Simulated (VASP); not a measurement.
# BaAs7 (Fm-3m) in VASP: further runs

BaAs7 is run at these levels: PBE; tasks: relaxation of cell and atoms.

All numbers are computed with VASP 6.6.1; they aren't measurements. Logs are shortened: lines on timing, memory, paths and dates and some standing lists are left out, and cuts for length are marked.

## Step 1: The cell of the first run

The structure is cubic, space group Fm-3m (No. 225). Conventional cell: a = 9.161 Å, b = 9.161 Å, c = 9.161 Å, α = 90.00°, β = 90.00°, γ = 90.00°. Within 4.3 Å of Ba (site symmetry m-3m) lie 12 As at 3.24 Å. Within 4.3 Å of As (site symmetry m-3m) lie 12 As at 3.24 Å. Within 4.3 Å of As (site symmetry mmm) lie 2 Ba at 3.24 Å and 10 As at 3.24 Å.

The cell was generated, and may not be a known phase.

## Step 2: Relaxation of cell and atoms, PBE

INCAR

```
SYSTEM = BaAs7
PREC = Accurate
ENCUT = 600
EDIFF = 1E-6
ISMEAR = 0
SIGMA = 0.1
LREAL = .FALSE.
LASPH = .TRUE.
NELM = 100
ALGO = Fast
ISIF = 3
LWAVE = .FALSE.
LCHARG = .FALSE.
GGA = PE
IBRION = 2
NSW = 90
EDIFFG = -0.04
```

KPOINTS

```
Automatic mesh
0
G
  4 4 4
  0 0 0
```

POSCAR

```
BaAs7
1.0
    0.0000000000      4.5802834900      4.5802834900
    4.5802834900      0.0000000000      4.5802834900
    4.5802834900      4.5802834900      0.0000000000
Ba As
1 7
Direct
    0.0000000000      0.0000000000      0.0000000000
    0.5000000000      0.5000000000      0.5000000000
    0.5000000000      0.0000000000      0.0000000000
    0.5000000000      0.0000000000      0.5000000000
    0.0000000000      0.5000000000      0.5000000000
    0.0000000000      0.5000000000      0.0000000000
    0.5000000000      0.5000000000      0.0000000000
    0.0000000000      0.0000000000      0.5000000000
```

Potentials or basis: VASP PAW PBE potentials, release 64 (Ba_sv, As).

On the command line:

```console
cat potpaw_PBE.64/Ba_sv/POTCAR potpaw_PBE.64/As/POTCAR > POTCAR
mpirun -np 1 vasp_std > vasp.out
```

OUTCAR:

```text
SYSTEM = BaAs7
   PREC = Accurate
   ENCUT = 600
   EDIFF = 1E-6
   ISMEAR = 0
   LREAL = .FALSE.
   LASPH = .TRUE.
   NELM = 100
   ISIF = 3
   GGA = PE
   IBRION = 2
   NSW = 90
   EDIFFG = -0.04

 ion  position               nearest neighbor table
   1  0.000  0.000  0.000-   3 3.24   6 3.24   8 3.24   4 3.24   5 3.24   8 3.24   5 3.24   6 3.24
                             7 3.24   3 3.24   4 3.24   7 3.24
   2  0.500  0.500  0.500-
   3  0.500  0.000  0.000-   1 3.24   1 3.24
   4  0.500  0.000  0.500-   1 3.24   1 3.24
   5  0.000  0.500  0.500-   1 3.24   1 3.24
   6  0.000  0.500  0.000-   1 3.24   1 3.24
   7  0.500  0.500  0.000-   1 3.24   1 3.24
   8  0.000  0.000  0.500-   1 3.24   1 3.24

  LATTYP: Found a face centered cubic cell.
 ALAT       =     9.1605669800

  Lattice vectors:

 A1 = (   0.0000000000,   4.5802834900,   4.5802834900)
 A2 = (   4.5802834900,   0.0000000000,   4.5802834900)
 A3 = (   4.5802834900,   4.5802834900,   0.0000000000)

Analysis of symmetry for initial positions (statically):
=====================================================================
 Subroutine PRICEL returns:
 Original cell was already a primitive cell.

 Routine SETGRP: Setting up the symmetry group for a
 face centered cubic supercell.

 Subroutine GETGRP returns: Found 48 space group operations
 (whereof 48 operations were pure point group operations)
 out of a pool of 48 trial point group operations.

The static configuration has the point symmetry O_h .

Analysis of symmetry for dynamics (positions and initial velocities):
=====================================================================
 Subroutine PRICEL returns:
 Original cell was already a primitive cell.

 Routine SETGRP: Setting up the symmetry group for a
 face centered cubic supercell.

 Subroutine GETGRP returns: Found 48 space group operations
 (whereof 48 operations were pure point group operations)
 out of a pool of 48 trial point group operations.

The dynamic configuration has the point symmetry O_h .

 Subroutine INISYM returns: Found 48 space group operations
 (whereof 48 operations are pure point group operations),
 and found     1 'primitive' translations

----------------------------------------------------------------------------------------

                                     Primitive cell

  volume of cell :     192.1795

  direct lattice vectors                    reciprocal lattice vectors
     0.000000000  4.580283490  4.580283490    -0.109163549  0.109163549  0.109163549
     4.580283490  0.000000000  4.580283490     0.109163549 -0.109163549  0.109163549
     4.580283490  4.580283490  0.000000000     0.109163549  0.109163549 -0.109163549

  length of vectors
     6.477499031  6.477499031  6.477499031     0.189076813  0.189076813  0.189076813

  position of ions in fractional coordinates (direct lattice)
     0.000000000  0.000000000  0.000000000
     0.500000000  0.500000000  0.500000000
     0.500000000  0.000000000  0.000000000
     0.500000000  0.000000000  0.500000000
     0.000000000  0.500000000  0.500000000
     0.000000000  0.500000000  0.000000000
     0.500000000  0.500000000  0.000000000
     0.000000000  0.000000000  0.500000000

  ion indices of the primitive-cell ions
   primitive index   ion index
                 1           1
                 2           2
                 3           3
                 4           4
                 5           5
                 6           6
                 7           7
                 8           8

----------------------------------------------------------------------------------------

 KPOINTS: Automatic mesh

Automatic generation of k-mesh.
 Grid dimensions read from file:
 generate k-points for:    4    4    4

 Generating k-lattice:

  Cartesian coordinates                     Fractional coordinates (reciprocal lattice)
    -0.027290887  0.027290887  0.027290887     0.250000000  0.000000000  0.000000000
     0.027290887 -0.027290887  0.027290887     0.000000000  0.250000000  0.000000000
     0.027290887  0.027290887 -0.027290887     0.000000000  0.000000000  0.250000000

  Length of vectors
     0.047269203  0.047269203  0.047269203

  Shift w.r.t. Gamma in fractional coordinates (k-lattice)
     0.000000000  0.000000000  0.000000000

 Subroutine IBZKPT returns following result:
 ===========================================

 Found      8 irreducible k-points:

 Following reciprocal coordinates:
            Coordinates               Weight
  0.000000  0.000000  0.000000      1.000000
  0.250000  0.000000  0.000000      8.000000
  0.500000  0.000000  0.000000      4.000000
  0.250000  0.250000  0.000000      6.000000
  0.500000  0.250000  0.000000     24.000000
 -0.250000  0.250000  0.000000     12.000000
  0.500000  0.500000  0.000000      3.000000
 -0.250000  0.500000  0.250000      6.000000
   k-points           NKPTS =      8   k-points in BZ     NKDIM =      8   number of bands    NBANDS=     27
   number of dos      NEDOS =    301   number of ions     NIONS =      8
   total plane-waves  NPLWV = 157464
   dimension x,y,z NGX =    54 NGY =   54 NGZ =   54
   dimension x,y,z NGXF=   108 NGYF=  108 NGZF=  108
   ions per type =               1   7
   NGX,Y,Z   is equivalent  to a cutoff of  13.86, 13.86, 13.86 a.u.
   NGXF,Y,Z  is equivalent  to a cutoff of  27.72, 27.72, 27.72 a.u.
 SYSTEM =  BaAs7
   PREC   = accura    normal or accurate (medium, high low for compatibility)
   ISTART =      0    job   : 0-new  1-cont  2-samecut
   ICHARG =      2    charge: 1-file 2-atom 10-const
   ISPIN  =      1    spin polarized calculation?
   LNONCOLLINEAR =      F non collinear calculations
   LSORBIT =      F    spin-orbit coupling
   LASPH  =      T    aspherical Exc in radial PAW
   ENCUT  =  600.0 eV  44.10 Ry    6.64 a.u.  12.94 12.94 12.94*2*pi/ulx,y,z
   NELM   =    100;   NELMIN=  2; NELMDL= -5     # of ELM steps
   EDIFF  = 0.1E-05   stopping-criterion for ELM
   LREAL  =      F    real-space projection
   EDIFFG = -.4E-01   stopping-criterion for IOM
   NSW    =     90    number of steps for IOM
   IBRION =      2    ionic relax: 0-MD 1-quasi-New 2-CG
   NFREE  =      1    steps in history (QN), initial steepest desc. (CG)
   ISIF   =      3    stress and relaxation
   ISYM   =      2    0-nonsym 1-usesym 2-fastsym
   POTIM  = 0.5000    time-step for ionic-motion
   TEBEG  =    0.0;   TEEND  =   0.0 temperature during run
   PSTRESS=    0.0 pullay stress
   NELECT =      45.0000    total number of electrons
   NUPDOWN=      -1.0000    fix difference up-down
   EMIN   =  10.00;   EMAX   =-10.00  energy-range for DOS
   EFERMI =   0.00;   METHOD = LEGACY
   ISMEAR =     0;   SIGMA  =   0.10  broadening in eV -4-tet -1-fermi 0-gaus
   EFERMI_NEDOS =   21; number of points for ismear=-14 and -15
   IALGO  =     68    algorithm
   IMIX   =      4    mixing-type and parameters
     AMIX     =   0.40;   BMIX     =  1.00
     AMIX_MAG =   1.60;   BMIX_MAG =  1.00
  volume/ion in A,a.u.               =      24.02       162.11
  Fermi-wavevector in a.u.,A,eV,Ry     =   1.009044  1.906816 13.853033  1.018169
  Thomas-Fermi vector in A             =   2.141948
   LORBIT       =      0    0 simple, 1 ext, 2 COOP (PROOUT), +10 PAW based schemes
   GGA     = PE    functional components
   LHFCALC =     F    Hartree Fock is set to
   AEXX    =    0.0000 exact exchange contribution
   IVDW    =     0    specifies the selected vdW correction
   LEPSILON=     F    determine dielectric tensor
   LRPA    =     F    only Hartree local field effects (RPA)
 conjugate gradient relaxation of ions
 non-spin polarized calculation
 RMM-DIIS sequential band-by-band and
 Gauss-broadening in eV      SIGMA  =   0.10
  energy-cutoff  :      600.00
  volume of cell :      192.18
 maximum number of plane-waves:      6434
 NGX is ok and might be reduce to    54
   NGX = 25   NGY = 25   NGZ = 25

--------------------------------------- Ionic step        1  -------------------------------------------

 number of electron      45.0000003 magnetization

 Free energy of the ion-electron system (eV)
  ---------------------------------------------------
  ext. energy  EPLUGINS =         0.00000000
  ---------------------------------------------------
  free energy    TOTEN  =       -32.22054263 eV

  energy without entropy =      -32.17987976  energy(sigma->0) =      -32.20021119

 E-fermi :   4.3038     XC(G=0):  -9.9411

 val. band max:        4.2058347921   @ k =   0.5000   0.2500   0.0000
 cond. band min:       4.3521730455   @ k =   0.5000   0.2500   0.0000
 fundamental gap:      0.1463382534
 Fermi energy:         4.3038368787

 k-point     1 :       0.0000    0.0000    0.0000
  band No.  band energies     occupation
      1     -22.4302      2.00000
      2      -8.6078      2.00000
      3      -8.0608      2.00000
      4      -8.0608      2.00000
      5      -8.0608      2.00000
      6      -5.9454      2.00000
[... 19 lines left out ...]
     26       7.5099      0.00000
     27       7.9895      0.00000
[... 272 lines left out ...]
 POSITION                                       TOTAL-FORCE (eV/Angst)
 -----------------------------------------------------------------------------------
      8.91581      8.91581      8.91581         0.000000      0.000000     -0.000000
      4.45790      4.45790      4.45790        -0.000000      0.000000     -0.000000
      4.45790      6.68685      2.22895         0.000000     -0.000000     -0.000000
      2.22895      4.45790      2.22895         0.000000      0.000000      0.000000
      4.45790      2.22895      2.22895        -0.000000     -0.000000     -0.000000
      2.22895      4.45790      6.68685        -0.000000      0.000000     -0.000000
      6.68685      6.68685      4.45790         0.000000      0.000000     -0.000000
      6.68685      2.22895      4.45790         0.000000      0.000000      0.000000
 -----------------------------------------------------------------------------------
    total drift:                                0.000000      0.000000      0.000000

  FREE ENERGIE OF THE ION-ELECTRON SYSTEM (eV)
  ---------------------------------------------------
  free  energy   TOTEN  =       -32.3796351726 eV

  energy  without entropy=      -32.3454995243  energy(sigma->0) =      -32.36256735

--------------------------------------- Ionic step        3  -------------------------------------------

 number of electron      44.9999997 magnetization

 Free energy of the ion-electron system (eV)
  ---------------------------------------------------
  ext. energy  EPLUGINS =         0.00000000
  ---------------------------------------------------
  free energy    TOTEN  =       -32.38317304 eV

  energy without entropy =      -32.34836829  energy(sigma->0) =      -32.36577066

 E-fermi :   4.9620     XC(G=0): -10.2505

 val. band max:        4.8537772773   @ k =   0.5000   0.2500   0.0000
 cond. band min:       4.9908780941   @ k =  -0.2500   0.5000   0.2500
 fundamental gap:      0.1371008168
 Fermi energy:         4.9620190805

 k-point     1 :       0.0000    0.0000    0.0000
  band No.  band energies     occupation
      1     -21.6872      2.00000
      2      -8.4044      2.00000
      3      -7.4526      2.00000
      4      -7.4526      2.00000
      5      -7.4526      2.00000
      6      -5.4440      2.00000
[... 19 lines left out ...]
     26       8.1720      0.00000
     27       8.1846      0.00000
[... 221 lines left out ...]
 VOLUME and BASIS-vectors are now :
 -----------------------------------------------------------------------------
  energy-cutoff  :      600.00
  volume of cell :      178.96
      direct lattice vectors                 reciprocal lattice vectors
     0.000000000  4.472743313  4.472743313    -0.111788217  0.111788217  0.111788217
     4.472743313  0.000000000  4.472743313     0.111788217 -0.111788217  0.111788217
     4.472743313  4.472743313 -0.000000000     0.111788217  0.111788217 -0.111788217

 POSITION                                       TOTAL-FORCE (eV/Angst)
 -----------------------------------------------------------------------------------
      0.00000      0.00000      0.00000         0.000000      0.000000     -0.000000
      4.47274      4.47274      4.47274         0.000000     -0.000000      0.000000
      0.00000      2.23637      2.23637        -0.000000     -0.000000      0.000000
      2.23637      4.47274      2.23637         0.000000      0.000000      0.000000
      4.47274      2.23637      2.23637         0.000000     -0.000000      0.000000
      2.23637      0.00000      2.23637        -0.000000     -0.000000     -0.000000
      2.23637      2.23637      4.47274        -0.000000      0.000000     -0.000000
      2.23637      2.23637     -0.00000        -0.000000      0.000000     -0.000000
 -----------------------------------------------------------------------------------
    total drift:                               -0.000000      0.000000      0.000000

  FREE ENERGIE OF THE ION-ELECTRON SYSTEM (eV)
  ---------------------------------------------------
  free  energy   TOTEN  =       -32.3831730357 eV

  energy  without entropy=      -32.3483682905  energy(sigma->0) =      -32.36577066

 reached required accuracy - stopping structural energy minimisation
```

Wall time 4.2 min (1 thread of Oxide Virtual Turin-like, shared host); peak memory 0.39 GiB.

What came out:

```
Free energy                           : -32.3832 eV
Relaxed volume                        : 22.37 Å³/atom
Relaxed cell                          : a = 6.325 Å, b = 6.325 Å, c = 6.325 Å, α = 60.00°, β = 60.00°, γ = 60.00°
Space group after relaxing (to 0.1 Å) : Fm-3m (No. 225)
Energy gained by relaxing             : 20.3 meV/atom
Ionic steps                           : 3
Pressure after relaxing               : 0.0 GPa
Band gap on the k mesh                : zero (an odd number of electrons rules out a gap without spin polarisation)
```

The path:
| step | energy change (eV) | largest force (eV/Å) | pressure (GPa) | volume (Å³) |
| --- | --- | --- | --- | --- |
| 1 | 0.0000 | 0.0000 | -3.69 | 192.18 |
| 2 | -0.1591 | 0.0000 | 0.63 | 177.18 |
| 3 | -0.1626 | 0.0000 | 0.01 | 178.96 |

Final structure:
```
Ba As
1.0
     0.00000    4.47274    4.47274
     4.47274    0.00000    4.47274
     4.47274    4.47274    0.00000
Ba As
1 7
Direct
  0.00000 0.00000 0.00000
  0.50000 0.50000 0.50000
  0.50000 0.00000 0.00000
  0.50000 0.00000 0.50000
  0.00000 0.50000 0.50000
  0.00000 0.50000 0.00000
  0.50000 0.50000 0.00000
  0.00000 0.00000 0.50000
```

Caveat: spin-orbit coupling is left out, which moves the levels of the heavy elements.

## Step 3: Relaxation of cell and atoms, PBE

This run uses another cell than the first one, of 22.25 Å³/atom.

INCAR

```
PREC = Accurate
ENCUT = 600
EDIFF = 1E-6
ISMEAR = 0
SIGMA = 0.1
LREAL = F
LASPH = T
NELM = 60
ALGO = Fast
ISIF = 3
LWAVE = F
LCHARG = F
GGA = PE
IBRION = 2
NSW = 100
EDIFFG = -0.01
```

KPOINTS

```
regular mesh
0
Gamma
  8 8 8
```

Changes to POSCAR since step 2:

```diff
@@ -2,5 +2,5 @@
 1.0
-    0.0000000000      4.5802834900      4.5802834900
-    4.5802834900      0.0000000000      4.5802834900
-    4.5802834900      4.5802834900      0.0000000000
+    0.0000000000      4.4650775330      4.4650775330
+    4.4650775330      0.0000000000      4.4650775330
+    4.4650775330      4.4650775330      0.0000000000
 Ba As
```

Potentials or basis: VASP PAW PBE potentials, release 64 (Ba_sv, As).

On the command line:

```console
cat potpaw_PBE.64/Ba_sv/POTCAR potpaw_PBE.64/As/POTCAR > POTCAR
mpirun -np 1 vasp_std > vasp.out
```

Wall time 5.6 min (1 thread of Oxide Virtual Turin-like, shared host); peak memory 0.41 GiB.

Results (log left out):

```yaml
Free_energy: -32.5270 eV
Pressure_after_relaxing: 0.0 GPa
Band_gap_on_the_k_mesh: zero (an odd number of electrons rules out a gap without spin polarisation)
```

Final structure:
```
Ba As
1.0
     0.00000    4.46508    4.46508
     4.46508    0.00000    4.46508
     4.46508    4.46508    0.00000
Ba As
1 7
Direct
  0.00000 0.00000 0.00000
  0.50000 0.50000 0.50000
  0.50000 0.00000 0.00000
  0.50000 0.00000 0.50000
  0.00000 0.50000 0.50000
  0.00000 0.50000 0.00000
  0.50000 0.50000 0.00000
  0.00000 0.00000 0.50000
```

Levels at points of the mesh, in eV from the Fermi level:
| k point | band 20 | band 21 | band 22 | band 23 | band 24 | band 25 | band 26 | band 27 |
| --- | --- | --- | --- | --- | --- | --- | --- | --- |
| (0.00, 0.00, 0.00) | 0.29 | 0.29 | 1.62 | 1.62 | 1.62 | 3.24 | 3.25 | 3.71 |
| (0.50, 0.00, 0.00) | -1.32 | -0.94 | -0.86 | -0.66 | -0.66 | 1.25 | 1.42 | 1.56 |
| (0.50, 0.50, 0.00) | -1.66 | -1.30 | -1.29 | -0.50 | -0.50 | -0.31 | -0.13 | 1.88 |

Caveat: the relaxation stopped at its first step, so nothing moved; spin-orbit coupling is left out, which moves the levels of the heavy elements.

The gap in the log of VASP goes by the Fermi energy; the results here count the filled bands.